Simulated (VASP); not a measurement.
# WS2 (P4/mmm) in VASP: notebook

The runs below take WS2 through electric field gradients, density of states, with PBE.

All numbers are computed with VASP 6.6.1; they aren't measurements. Logs are shortened: lines on timing, memory, paths and dates and some standing lists are left out, and cuts for length are marked.

### Step 1. The cell of the first run

The structure is tetragonal, space group P4/mmm (No. 123). The conventional cell has a = 2.592 Å, b = 2.592 Å, c = 9.234 Å, α = 90.00°, β = 90.00°, γ = 90.00°. Within 3.2 Å of W (site symmetry 4/mmm) lie 2 S at 2.45 Å and 4 W at 2.59 Å. Within 3.2 Å of S (site symmetry 4mm) lie 1 W at 2.45 Å and 4 S at 2.59 Å.

### Step 2. Electric field gradients, PBE

INCAR reads:

```
SYSTEM = WS2
PREC = Accurate
ENCUT = 520
EDIFF = 1E-8
ISMEAR = -1
SIGMA = 0.05
LREAL = .False.
LASPH = .True.
NELM = 100
ALGO = Normal
ISIF = 2
LWAVE = .False.
LCHARG = .False.
GGA = PE
LEFG = .True.
NBANDS = 20
```

KPOINTS reads:

```
regular mesh
0
Gamma
  10 10 3
  0 0 0
```

POSCAR reads:

```
WS2
1.0
    2.5917300000      0.0000000000      0.0000000000
    0.0000000000      2.5917300000      0.0000000000
    0.0000000000      0.0000000000      9.2341700000
W S
1 2
Direct
    0.5000000000      0.5000000000      0.5000000000
    0.5000000000      0.5000000000      0.7656600000
    0.5000000000      0.5000000000      0.2343400000
```

Potentials or basis: VASP PAW PBE potentials, release 64 (W_sv, S).

Run with:

```sh
$ cat potpaw_PBE.64/W_sv/POTCAR potpaw_PBE.64/S/POTCAR > POTCAR
$ mpirun -np 1 vasp_std > vasp.out
```

OUTCAR:

```text
SYSTEM = WS2
   PREC = Accurate
   ENCUT = 520
   EDIFF = 1E-8
   ISMEAR = -1
   LREAL = .False.
   LASPH = .True.
   NELM = 100
   ISIF = 2
   GGA = PE

 ion  position               nearest neighbor table
   1  0.500  0.500  0.500-   2 2.45   3 2.45
   2  0.500  0.500  0.766-   1 2.45
   3  0.500  0.500  0.234-   1 2.45

  LATTYP: Found a simple tetragonal cell.
 ALAT       =     2.5917300000
 C/A-ratio  =     3.5629367257

  Lattice vectors:

 A1 = (   2.5917300000,   0.0000000000,   0.0000000000)
 A2 = (   0.0000000000,   2.5917300000,   0.0000000000)
 A3 = (   0.0000000000,   0.0000000000,   9.2341700000)

Analysis of symmetry for initial positions (statically):
=====================================================================
 Subroutine PRICEL returns:
 Original cell was already a primitive cell.

 Routine SETGRP: Setting up the symmetry group for a
 simple tetragonal supercell.

 Subroutine GETGRP returns: Found 16 space group operations
 (whereof 16 operations were pure point group operations)
 out of a pool of 16 trial point group operations.

The static configuration has the point symmetry D_4h.

Analysis of symmetry for dynamics (positions and initial velocities):
=====================================================================
 Subroutine PRICEL returns:
 Original cell was already a primitive cell.

 Routine SETGRP: Setting up the symmetry group for a
 simple tetragonal supercell.

 Subroutine GETGRP returns: Found 16 space group operations
 (whereof 16 operations were pure point group operations)
 out of a pool of 16 trial point group operations.

The dynamic configuration has the point symmetry D_4h.

 Subroutine INISYM returns: Found 16 space group operations
 (whereof 16 operations are pure point group operations),
 and found     1 'primitive' translations

----------------------------------------------------------------------------------------

                                     Primitive cell

  volume of cell :      62.0265

  direct lattice vectors                    reciprocal lattice vectors
     2.591730000  0.000000000  0.000000000     0.385842661  0.000000000  0.000000000
[... 119 lines left out ...]
 non-spin polarized calculation
  energy-cutoff  :      520.00
  volume of cell :       62.03
 maximum number of plane-waves:      1690
 NGX is ok and might be reduce to    20
   NGX =  9   NGY =  9   NGZ = 35

 number of electron      26.0000003 magnetization

 Free energy of the ion-electron system (eV)
  ---------------------------------------------------
  ext. energy  EPLUGINS =         0.00000000
  ---------------------------------------------------
  free energy    TOTEN  =       -19.58079102 eV

  energy without entropy =      -19.56157220  energy(sigma->0) =      -19.57118161

 E-fermi :   5.5643     XC(G=0): -10.0252

 val. band max:        5.5639512761   @ k =   0.4000   0.4000   0.0000
 cond. band min:       5.5926604905   @ k =   0.5000   0.4000   0.0000
 fundamental gap:      0.0287092143
 Fermi energy:         5.5642748133

 k-point     1 :       0.0000    0.0000    0.0000
  band No.  band energies     occupation
      1     -68.2307      2.00000
      2     -32.6485      2.00000
      3     -31.6958      2.00000
      4     -31.6958      2.00000
      5     -10.0545      2.00000
      6      -9.7507      2.00000
[... 541 lines left out ...]
     19      11.7124      0.00000
     20      15.0164      0.00000

 [... further k-points ...]
[... 5 lines left out ...]
  --------------------------------------------------------------------------------------
  -------------------------------------------------------------------------------------
  Total        0.3718987      0.3718987      0.1906324      0.0000000      0.0000000      0.0000000
  in kB        9.6063382      9.6063382      4.9241337      0.0000000      0.0000000      0.0000000
  external PRESSURE =       8.0456034 kB  Pullay stress =       0.0000000 kB

 VOLUME and BASIS-vectors are now :
 -----------------------------------------------------------------------------
  energy-cutoff  :      520.00
  volume of cell :       62.03
      direct lattice vectors                 reciprocal lattice vectors
     2.591730000  0.000000000  0.000000000     0.385842661  0.000000000  0.000000000
     0.000000000  2.591730000  0.000000000     0.000000000  0.385842661  0.000000000
     0.000000000  0.000000000  9.234170000     0.000000000  0.000000000  0.108293436

 POSITION                                       TOTAL-FORCE (eV/Angst)
 -----------------------------------------------------------------------------------
      1.29587      1.29587      4.61709         0.000000      0.000000      0.000000
      1.29587      1.29587      7.07023        -0.000000      0.000000      0.046267
      1.29587      1.29587      2.16394         0.000000      0.000000     -0.046267
 -----------------------------------------------------------------------------------
    total drift:                                0.000000      0.000000      0.000000

  FREE ENERGIE OF THE ION-ELECTRON SYSTEM (eV)
  ---------------------------------------------------
  free  energy   TOTEN  =       -19.5807910154 eV

  energy  without entropy=      -19.5615722037  energy(sigma->0) =      -19.57118161

 Electric field gradients (V/A^2)
---------------------------------------------------------------------
 ion       V_xx      V_yy      V_zz      V_xy      V_xz      V_yz
---------------------------------------------------------------------
   1     104.478   104.478  -208.956    -0.000    -0.000    -0.000
   2      79.278    79.278  -158.555    -0.000     0.000     0.000
   3      79.278    79.278  -158.555    -0.000    -0.000    -0.000
---------------------------------------------------------------------

 Electric field gradients after diagonalization (V/A^2)
 (convention: |V_zz| > |V_xx| > |V_yy|)
----------------------------------------------------------------------
 ion       V_xx      V_yy      V_zz     asymmetry (V_yy - V_xx)/ V_zz
----------------------------------------------------------------------
   1     104.478   104.478  -208.956       0.000
   2      79.278    79.278  -158.555       0.000
   3      79.278    79.278  -158.555       0.000
----------------------------------------------------------------------

           NMR quadrupolar parameters

 Cq : quadrupolar parameter    Cq=e*Q*V_zz/h
 eta: asymmetry parameters     (V_yy - V_xx)/ V_zz
 Q  : nuclear electric quadrupole moment in mb (millibarn)
----------------------------------------------------------------------
 ion       Cq(MHz)       eta       Q (mb)
----------------------------------------------------------------------
   1      -0.505       0.000       1.000
   2      -0.383       0.000       1.000
   3      -0.383       0.000       1.000
----------------------------------------------------------------------
```

stdout:

```text
POSCAR found type information on POSCAR W S
 POSCAR found :  2 types and       3 ions
 scaLAPACK will be used
 LDA part: xc-table for (Slater+PW92), standard interpolation
 POSCAR, INCAR and KPOINTS ok, starting setup
 FFT: planning ... GRIDC
 FFT: planning ... GRID_SOFT
 FFT: planning ... GRID
 WAVECAR not read
 entering main loop
ion   1

ion   2

ion   3
```

It used 130 s of CPU time on 1 thread of AMD EPYC 7R13 Processor (Zen 3) (shared host).

What came out:

| Item | Value |
| --- | --- |
| Free energy | -19.5808 eV |
| Pressure | 0.8 GPa |
| Largest force | 0.046 eV/Å |
| Band gap on the k mesh | zero (band 13 reaches 7.92 eV, above the bottom of band 14 at 4.17 eV) |

Forces in eV/Å, atoms in the order of the input:
```
W    0.000  0.000  0.000
S    0.000  0.000  0.046
S    0.000  0.000 -0.046
```

Electric field gradients, principal values (V/Å²):
| atom | least | middle | greatest (by size) |
| --- | --- | --- | --- |
| 1 W | 104.478 | 104.478 | -208.956 |
| 2 S | 79.278 | 79.278 | -158.555 |
| 3 S | 79.278 | 79.278 | -158.555 |

Caveat: without QUAD_EFG the Cq values of the log hold for a quadrupole moment of 1 mb, not for the nuclei; spin-orbit coupling is left out, which moves the levels of the heavy elements; this functional lacks dispersion, which binds the layers, so the pressure and a relaxed spacing across them are unreliable.

### Step 3. Density of states, PBE

POSCAR is that of step 2.

INCAR.step1 reads:

```
SYSTEM = WS2
ALGO = Normal
EDIFF = 1E-6
ENCUT = 520
GGA = PE
ISIF = 2
ISMEAR = -1
LASPH = .True.
LCHARG = .True.
LMAXMIX = 4
LREAL = .False.
LWAVE = .False.
NBANDS = 20
NELM = 60
PREC = Accurate
SIGMA = 0.05
```

KPOINTS.step1 reads:

```
k-points
0
Gamma
  10 10 3
  0 0 0
```

INCAR.step2 reads:

```
SYSTEM = WS2
ALGO = Normal
EDIFF = 1E-6
ENCUT = 520
GGA = PE
ICHARG = 11
ISIF = 2
ISMEAR = -5
LASPH = .True.
LCHARG = .False.
LMAXMIX = 4
LORBIT = 11
LREAL = .False.
LWAVE = .False.
NEDOS = 2001
NELM = 60
PREC = Accurate
SIGMA = 0.05
```

KPOINTS.step2 reads:

```
k-points
0
Gamma
  15 15 5
  0 0 0
```

Potentials or basis: VASP PAW PBE potentials, release 64 (W_sv, S).

Run with:

```sh
$ cat potpaw_PBE.64/W_sv/POTCAR potpaw_PBE.64/S/POTCAR > POTCAR
$ cp INCAR.step1 INCAR
$ cp KPOINTS.step1 KPOINTS
$ mpirun -np 1 vasp_std > vasp.out
$ cp INCAR.step2 INCAR
$ cp KPOINTS.step2 KPOINTS
$ mpirun -np 1 vasp_std > vasp.out
```

OUTCAR:

```text
SYSTEM = WS2
   EDIFF = 1E-6
   ENCUT = 520
   GGA = PE
   ICHARG = 11
   ISIF = 2
   ISMEAR = -5
   LASPH = .True.
   LORBIT = 11
   LREAL = .False.
   NELM = 60
   PREC = Accurate

 ion  position               nearest neighbor table
   1  0.500  0.500  0.500-   2 2.45   3 2.45
   2  0.500  0.500  0.766-   1 2.45
   3  0.500  0.500  0.234-   1 2.45

  LATTYP: Found a simple tetragonal cell.
 ALAT       =     2.5917300000
 C/A-ratio  =     3.5629367257

[... 678 lines left out ...]
  -------------------------------------------------------------------------------------
  Total        0.6865896      0.6865896     -2.4117986      0.0000000      0.0000000      0.0000000
  in kB       17.7349688     17.7349688    -62.2980188      0.0000000      0.0000000      0.0000000
  external PRESSURE =      -8.9426938 kB  Pullay stress =       0.0000000 kB

 VOLUME and BASIS-vectors are now :
 -----------------------------------------------------------------------------
  energy-cutoff  :      520.00
  volume of cell :       62.03
      direct lattice vectors                 reciprocal lattice vectors
     2.591730000  0.000000000  0.000000000     0.385842661  0.000000000  0.000000000
     0.000000000  2.591730000  0.000000000     0.000000000  0.385842661  0.000000000
     0.000000000  0.000000000  9.234170000     0.000000000  0.000000000  0.108293436

 POSITION                                       TOTAL-FORCE (eV/Angst)
 -----------------------------------------------------------------------------------
      1.29587      1.29587      4.61709         0.000000      0.000000      0.000000
      1.29587      1.29587      7.07023         0.000000      0.000000     -0.102957
      1.29587      1.29587      2.16394         0.000000      0.000000      0.102957
 -----------------------------------------------------------------------------------
    total drift:                                0.000000      0.000000     -0.000000

  FREE ENERGIE OF THE ION-ELECTRON SYSTEM (eV)
  ---------------------------------------------------
  free  energy   TOTEN  =       -19.5885681688 eV

  energy  without entropy=      -19.5885681688  energy(sigma->0) =      -19.58856817

 total charge

# of ion       s       p       d       tot
------------------------------------------
    1        2.414   6.228   3.469  12.111
    2        1.408   2.163   0.000   3.571
    3        1.408   2.163   0.000   3.571
--------------------------------------------------
tot          5.230  10.555   3.469  19.253
```

OUTCAR.step1:

```text
SYSTEM = WS2
   EDIFF = 1E-6
   ENCUT = 520
   GGA = PE
   ISIF = 2
   ISMEAR = -1
   LASPH = .True.
[... 777 lines left out ...]
      1.29587      1.29587      4.61709         0.000000      0.000000     -0.000000
      1.29587      1.29587      7.07023         0.000000      0.000000      0.045564
      1.29587      1.29587      2.16394         0.000000      0.000000     -0.045564
 -----------------------------------------------------------------------------------
    total drift:                                0.000000      0.000000      0.000000

  FREE ENERGIE OF THE ION-ELECTRON SYSTEM (eV)
  ---------------------------------------------------
  free  energy   TOTEN  =       -19.5807905260 eV

  energy  without entropy=      -19.5615703807  energy(sigma->0) =      -19.57118045
```

It used 190 s of CPU time on 1 thread of AMD EPYC 7R13 Processor (Zen 3), with other jobs on the host.

Results:

- Valence electrons inside the program's atomic spheres: W 12.11; S 3.57

Levels at points of the mesh, in eV from the Fermi level:
| k point | band 11 | band 12 | band 13 | band 14 | band 15 | band 16 |
| --- | --- | --- | --- | --- | --- | --- |
| (0.00, 0.00, 0.00) | 1.41 | 1.41 | 2.11 | 2.22 | 2.22 | 3.87 |

Caveat: spin-orbit coupling is left out, which moves the levels of the heavy elements; this functional lacks dispersion, which binds the layers, so the pressure and a relaxed spacing across them are unreliable; tetrahedron occupations give inexact forces and stress in metals.
